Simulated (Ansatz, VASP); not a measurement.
# Pt: VASP beside Ansatz

File POSCAR:

```
Pt
1.0
    2.7861568203      0.0000000000      0.0000000000
   -1.3930784101      2.4128825853      0.0000000000
    1.3930784101      0.8042941951      2.2748875177
Pt
1
Direct
    0.0000000000      0.0000000000      0.0000000000
```

INCAR.step1

```
SYSTEM = Pt
ALGO     = Normal         ! electronic algorithm
EDIFF    = 1E-4           ! SCF threshold, eV
ENCUT    = 520            ! plane-wave cutoff, eV
GGA      = PE             ! functional
ISMEAR   = 0              ! smearing method
LASPH    = .TRUE.         ! aspherical terms in the spheres
LCHARG   = .FALSE.        ! write CHGCAR
LREAL    = .FALSE.        ! projectors in reciprocal space
LWAVE    = .TRUE.         ! write WAVECAR
NBANDS   = 11             ! bands
NELM     = 60             ! most SCF steps
PREC     = Accurate       ! precision mode
SIGMA    = 0.1            ! smearing width, eV
```

INCAR.step2

```
SYSTEM = Pt
ALGO     = Normal         ! electronic algorithm
EDIFF    = 1E-7           ! SCF threshold, eV
ENCUT    = 520            ! plane-wave cutoff, eV
ISIF     = 2              ! what is computed and relaxed
ISMEAR   = 0              ! smearing method
ISTART   = 1            
LASPH    = .TRUE.         ! aspherical terms in the spheres
LCHARG   = .FALSE.        ! write CHGCAR
LMIXTAU  = .TRUE.       
LREAL    = .FALSE.        ! projectors in reciprocal space
LWAVE    = .FALSE.        ! write WAVECAR
METAGGA  = R2SCAN         ! meta-GGA
NBANDS   = 11             ! bands
NELM     = 60             ! most SCF steps
PREC     = Accurate       ! precision mode
SIGMA    = 0.1            ! smearing width, eV
```

The input KPOINTS:

```
k-points
0
G
  15 15 15
  0 0 0
```

Input for Ansatz:

```yaml
crystal:
  lattice:
    - [2.7861568203, 0.0, 0.0]
    - [-1.3930784101, 2.4128825853, 0.0]
    - [1.3930784101, 0.8042941951, 2.2748875177]
  atoms:
    - { symbol: Pt, position: [0.0, 0.0, 0.0] }
basis:
  ecutwfc: 500
kpoints:
  mp_grid: { grid: [15, 15, 15] }
hamiltonian:
  xc: r2scan
scf:
  occupations: { method: gaussian, width: 0.1 }
output:
  forces: true
  stress: true
  eigenvalues: true
```

Alike in both runs: task single point; functional r2SCAN; k mesh 15 × 15 × 15; occupations gaussian, width 0.1 eV; no spin polarisation.

```csv
,VASP,Ansatz
version,VASP 6.6.1,Ansatz 0.2.0
potentials or method,"VASP PAW PBE potentials, release 64 (Pt), cutoff 520 eV","scalar-relativistic, plane waves, PAW"
valence electrons in the cell,10,18
```

```csv
,VASP,Ansatz,Ansatz less VASP
gap on the k mesh at the Fermi level (eV),none,none,-
pressure (GPa),0.7,0.0,-0.70
```

VASP's potentials were made for PBE, not for r2SCAN. A gap of «none» marks a metal or a gap that the smearing closes. The functional is the same, so the differences come from potentials, cutoffs and numerics. VASP's potentials hold 10 valence electrons a cell and Ansatz's 18, so a difference there can come from the potentials and not from the codes.

Spin-orbit coupling is off throughout.
